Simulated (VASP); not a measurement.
# ZnSiP2 (pbesol) (I-42d) in VASP: relaxation of cell and atoms with PBEsol

Aim: the relaxation of cell and atoms of ZnSiP2 (pbesol) with PBEsol.

Program: VASP 6.6.1. These are calculated values, not measurements. Logs are shortened: lines on timing, memory, paths and dates and some standing lists are left out, and cuts for length are marked.

### Step 1. The cell of the first run

It takes space group I-42d (No. 122, tetragonal). The conventional cell has a = 5.373 Å, b = 5.373 Å, c = 10.460 Å, α = 90.00°, β = 90.00°, γ = 90.00°. Zn (site symmetry -4) has 4 P at 2.36 Å within 3.1 Å. Si (site symmetry -4) has 4 P at 2.25 Å within 3.0 Å. P (site symmetry 2) has 2 Si at 2.25 Å and 2 Zn at 2.36 Å within 3.0 Å.

### Step 2. Relaxation of cell and atoms, PBEsol

Contents of INCAR:

```
SYSTEM = ZnSiP2
PREC = Accurate
ENCUT = 500
EDIFF = 1E-7
ISMEAR = 0
SIGMA = 0.02
LREAL = .FALSE.
LASPH = .TRUE.
NELM = 120
ALGO = Normal
ISIF = 3
LWAVE = .FALSE.
LCHARG = .FALSE.
GGA = PS
IBRION = 2
NSW = 100
EDIFFG = -0.002
GGA_COMPAT = .FALSE.
NELMIN = 4
```

Contents of KPOINTS:

```
regular mesh
0
G
  8 8 8
  0 0 0
```

Contents of POSCAR:

```
ZnSiP2
1.0
   -2.6867032364      2.6867032364      5.2300306318
    2.6867032364     -2.6867032364      5.2300306318
    2.6867032364      2.6867032364     -5.2300306318
Zn Si P
2 2 4
Direct
    0.0000000000      0.0000000000      0.0000000000
    0.7500000000      0.2500000000      0.5000000000
    0.5000000000      0.5000000000      0.0000000000
    0.2500000000      0.7500000000      0.5000000000
    0.3750000000      0.3923012000      0.5173012000
    0.8750000000      0.8576988000      0.4826988000
    0.6076988000      0.1250000000      0.9826988000
    0.1423012000      0.6250000000      0.0173012000
```

Potentials or basis: VASP PAW PBE potentials, release 64 (Zn, Si, P).

Started as:

```sh
$ cat potpaw_PBE.64/Zn/POTCAR potpaw_PBE.64/Si/POTCAR potpaw_PBE.64/P/POTCAR > POTCAR
$ mpirun -np 1 vasp_std > vasp.out
```

OUTCAR:

```text
SYSTEM = ZnSiP2
   PREC = Accurate
   ENCUT = 500
   EDIFF = 1E-7
   ISMEAR = 0
   LREAL = .FALSE.
   LASPH = .TRUE.
   NELM = 120
   ISIF = 3
   GGA = PS
   IBRION = 2
   NSW = 100
   EDIFFG = -0.002
   NELMIN = 4

 ion  position               nearest neighbor table
   1  0.000  0.000  0.000-   5 2.36   7 2.36   6 2.36   8 2.36
   2  0.750  0.250  0.500-   8 2.36   6 2.36   7 2.36   5 2.36
   3  0.500  0.500  0.000-   5 2.25   6 2.25   7 2.25   8 2.25
   4  0.250  0.750  0.500-   5 2.25   6 2.25   7 2.25   8 2.25
   5  0.375  0.392  0.517-   3 2.25   4 2.25   1 2.36   2 2.36
   6  0.875  0.858  0.483-   3 2.25   4 2.25   1 2.36   2 2.36
   7  0.608  0.125  0.983-   3 2.25   4 2.25   2 2.36   1 2.36
   8  0.142  0.625  0.017-   3 2.25   4 2.25   2 2.36   1 2.36

  LATTYP: Found a body centered tetragonal cell.
 ALAT       =     5.3734064728
 C/A-ratio  =     1.9466350287

  Lattice vectors:

 A1 = (  -2.6867032364,   2.6867032364,   5.2300306318)
 A2 = (   2.6867032364,  -2.6867032364,   5.2300306318)
 A3 = (   2.6867032364,   2.6867032364,  -5.2300306318)

Analysis of symmetry for initial positions (statically):
=====================================================================
 Subroutine PRICEL returns:
 Original cell was already a primitive cell.

 Routine SETGRP: Setting up the symmetry group for a
 body centered tetragonal supercell.

 Subroutine GETGRP returns: Found  8 space group operations
 (whereof  4 operations were pure point group operations)
 out of a pool of 16 trial point group operations.

The static configuration has the point symmetry S_4 .
 The point group associated with its full space group is D_2d.

Analysis of symmetry for dynamics (positions and initial velocities):
=====================================================================
 Subroutine PRICEL returns:
 Original cell was already a primitive cell.

 Routine SETGRP: Setting up the symmetry group for a
 body centered tetragonal supercell.

 Subroutine GETGRP returns: Found  8 space group operations
 (whereof  4 operations were pure point group operations)
 out of a pool of 16 trial point group operations.

The dynamic configuration has the point symmetry S_4 .
 The point group associated with its full space group is D_2d.

 Subroutine INISYM returns: Found  8 space group operations
 (whereof  4 operations are pure point group operations),
 and found     1 'primitive' translations

----------------------------------------------------------------------------------------

                                     Primitive cell

  volume of cell :     151.0093

  direct lattice vectors                    reciprocal lattice vectors
    -2.686703236  2.686703236  5.230030632     0.000000000  0.186101685  0.095601735
[... 86 lines left out ...]
   NGX,Y,Z   is equivalent  to a cutoff of  12.34, 12.34, 12.34 a.u.
   NGXF,Y,Z  is equivalent  to a cutoff of  24.69, 24.69, 24.69 a.u.
 SYSTEM =  ZnSiP2
   PREC   = accura    normal or accurate (medium, high low for compatibility)
   ISTART =      0    job   : 0-new  1-cont  2-samecut
   ICHARG =      2    charge: 1-file 2-atom 10-const
   ISPIN  =      1    spin polarized calculation?
   LNONCOLLINEAR =      F non collinear calculations
   LSORBIT =      F    spin-orbit coupling
   LASPH  =      T    aspherical Exc in radial PAW
   ENCUT  =  500.0 eV  36.75 Ry    6.06 a.u.  11.79 11.79 11.79*2*pi/ulx,y,z
   NELM   =    120;   NELMIN=  4; NELMDL= -5     # of ELM steps
   EDIFF  = 0.1E-06   stopping-criterion for ELM
   LREAL  =      F    real-space projection
   EDIFFG = -.2E-02   stopping-criterion for IOM
   NSW    =    100    number of steps for IOM
   IBRION =      2    ionic relax: 0-MD 1-quasi-New 2-CG
   NFREE  =      1    steps in history (QN), initial steepest desc. (CG)
   ISIF   =      3    stress and relaxation
   ISYM   =      2    0-nonsym 1-usesym 2-fastsym
   POTIM  = 0.5000    time-step for ionic-motion
   TEBEG  =    0.0;   TEEND  =   0.0 temperature during run
   PSTRESS=    0.0 pullay stress
   NELECT =      52.0000    total number of electrons
   NUPDOWN=      -1.0000    fix difference up-down
   EMIN   =  10.00;   EMAX   =-10.00  energy-range for DOS
   EFERMI =   0.00;   METHOD = LEGACY
   ISMEAR =     0;   SIGMA  =   0.02  broadening in eV -4-tet -1-fermi 0-gaus
   EFERMI_NEDOS =   21; number of points for ismear=-14 and -15
   IALGO  =     38    algorithm
   IMIX   =      4    mixing-type and parameters
     AMIX     =   0.40;   BMIX     =  1.00
     AMIX_MAG =   1.60;   BMIX_MAG =  1.00
  volume/ion in A,a.u.               =      18.88       127.38
  Fermi-wavevector in a.u.,A,eV,Ry     =   1.147470  2.168404 17.914625  1.316688
  Thomas-Fermi vector in A             =   2.284150
   LORBIT       =      0    0 simple, 1 ext, 2 COOP (PROOUT), +10 PAW based schemes
   GGA     = PS    functional components
   LHFCALC =     F    Hartree Fock is set to
   AEXX    =    0.0000 exact exchange contribution
   IVDW    =     0    specifies the selected vdW correction
   LEPSILON=     F    determine dielectric tensor
   LRPA    =     F    only Hartree local field effects (RPA)
 conjugate gradient relaxation of ions
 non-spin polarized calculation
 Gauss-broadening in eV      SIGMA  =   0.02
  energy-cutoff  :      500.00
  volume of cell :      151.01
 maximum number of plane-waves:      3844
   NGX = 23   NGY = 23   NGZ = 23

--------------------------------------- Ionic step        1  -------------------------------------------

 number of electron      52.0000018 magnetization

 Free energy of the ion-electron system (eV)
  ---------------------------------------------------
  ext. energy  EPLUGINS =         0.00000000
  ---------------------------------------------------
  free energy    TOTEN  =       -40.23119189 eV

  energy without entropy =      -40.23119189  energy(sigma->0) =      -40.23119189

 E-fermi :   4.7077     XC(G=0):  -9.9811

 val. band max:        4.5735692014   @ k =   0.0000   0.0000   0.0000
 cond. band min:       5.7685275960   @ k =   0.0000   0.0000   0.0000
 fundamental gap:      1.1949583946
 Fermi energy:         4.7076885313

 k-point     1 :       0.0000    0.0000    0.0000
  band No.  band energies     occupation
      1      -8.4983      2.00000
      2      -5.5339      2.00000
      3      -5.5244      2.00000
      4      -5.5244      2.00000
      5      -4.0273      2.00000
      6      -2.2667      2.00000
[... 1058 lines left out ...]
--------------------------------------- Ionic step        7  -------------------------------------------

 number of electron      52.0000023 magnetization

 Free energy of the ion-electron system (eV)
  ---------------------------------------------------
  ext. energy  EPLUGINS =         0.00000000
  ---------------------------------------------------
  free energy    TOTEN  =       -40.23706807 eV

  energy without entropy =      -40.23706807  energy(sigma->0) =      -40.23706807

 E-fermi :   4.7823     XC(G=0): -10.0131

 val. band max:        4.6652334206   @ k =   0.0000   0.0000   0.0000
 cond. band min:       5.8324394551   @ k =   0.0000   0.0000   0.0000
 fundamental gap:      1.1672060346
 Fermi energy:         4.7822790693

 k-point     1 :       0.0000    0.0000    0.0000
  band No.  band energies     occupation
      1      -8.4542      2.00000
      2      -5.4818      2.00000
      3      -5.4755      2.00000
      4      -5.4755      2.00000
      5      -3.9449      2.00000
      6      -2.2378      2.00000
[... 842 lines left out ...]
  FREE ENERGIE OF THE ION-ELECTRON SYSTEM (eV)
  ---------------------------------------------------
  free  energy   TOTEN  =       -40.2370680718 eV

  energy  without entropy=      -40.2370680718  energy(sigma->0) =      -40.23706807

 reached required accuracy - stopping structural energy minimisation
```

OSZICAR:

```text
N       E                     dE             d eps       ncg     rms          rms(c)
DAV:   1     0.321074740984E+03    0.32107E+03   -0.22603E+04  3658   0.168E+03
[... 62 lines left out ...]
       N       E                     dE             d eps       ncg     rms          rms(c)
DAV:   1    -0.402371155083E+02   -0.59421E-04   -0.18899E-03  4232   0.290E-01    0.556E-02
DAV:   2    -0.402370865062E+02    0.29002E-04   -0.11948E-04  4722   0.188E-01    0.327E-02
DAV:   3    -0.402370694768E+02    0.17029E-04   -0.14964E-05  5012   0.699E-02    0.107E-02
DAV:   4    -0.402370680420E+02    0.14348E-05   -0.62794E-06  4471   0.212E-02    0.256E-03
DAV:   5    -0.402370680771E+02   -0.35140E-07   -0.16658E-06  4198   0.195E-02    0.147E-03
DAV:   6    -0.402370680718E+02    0.53196E-08   -0.22299E-07  3272   0.555E-03
   7 F= -.40237068E+02 E0= -.40237068E+02  d E =-.388999E-04
```

Wall time 22 min (1 thread of Intel Xeon Platinum 8259CL at 2.50GHz (Skylake/Cascade Lake), shared host); peak memory 0.49 GiB.

Results:

```yaml
Free_energy: -40.2371 eV
Relaxed_volume: 18.74 Å³/atom
Relaxed_cell: a = 6.453 Å, b = 6.453 Å, c = 6.453 Å, α = 130.96°, β = 130.96°, γ = 71.88°
Space_group_after_relaxing_to_0.05_Å: I-42d (No. 122)
Energy_gained_by_relaxing: 0.7 meV/atom
Ionic_steps: 7
Pressure_after_relaxing: 0.0 GPa
Band_gap_on_the_k_mesh: 1.17 eV, direct
```

Step by step:
```tsv
step	energy change (eV)	largest force (eV/Å)	pressure (GPa)	volume (Å³)
1	0.0000	0.1451	-0.56	151.01
2	-0.0046	0.0805	0.27	149.57
3	-0.0046	0.0813	0.25	149.59
4	-0.0058	0.0064	0.03	149.87
5	-0.0058	0.0019	0.00	149.90
6	-0.0059	0.0005	0.00	149.91
7	-0.0059	0.0008	-0.01	149.92
```

Final structure:
```cif
data_structure
_symmetry_space_group_name_H-M 'P 1'
_symmetry_Int_Tables_number 1
_cell_length_a 6.4533
_cell_length_b 6.4533
_cell_length_c 6.4533
_cell_angle_alpha 130.956
_cell_angle_beta 130.956
_cell_angle_gamma 71.883
_cell_volume 149.92
loop_
_atom_site_label
_atom_site_type_symbol
_atom_site_fract_x
_atom_site_fract_y
_atom_site_fract_z
_atom_site_occupancy
Zn1 Zn 0.00000 0.00000 0.00000 1
Zn2 Zn 0.75000 0.25000 0.50000 1
Si1 Si 0.50000 0.50000 0.00000 1
Si2 Si 0.25000 0.75000 0.50000 1
P1 P 0.37500 0.38986 0.51486 1
P2 P 0.87500 0.86014 0.48514 1
P3 P 0.61014 0.12500 0.98514 1
P4 P 0.13986 0.62500 0.01486 1
```

Caveat: the PAW data sets were made with another functional, which shifts forces and pressure a little.
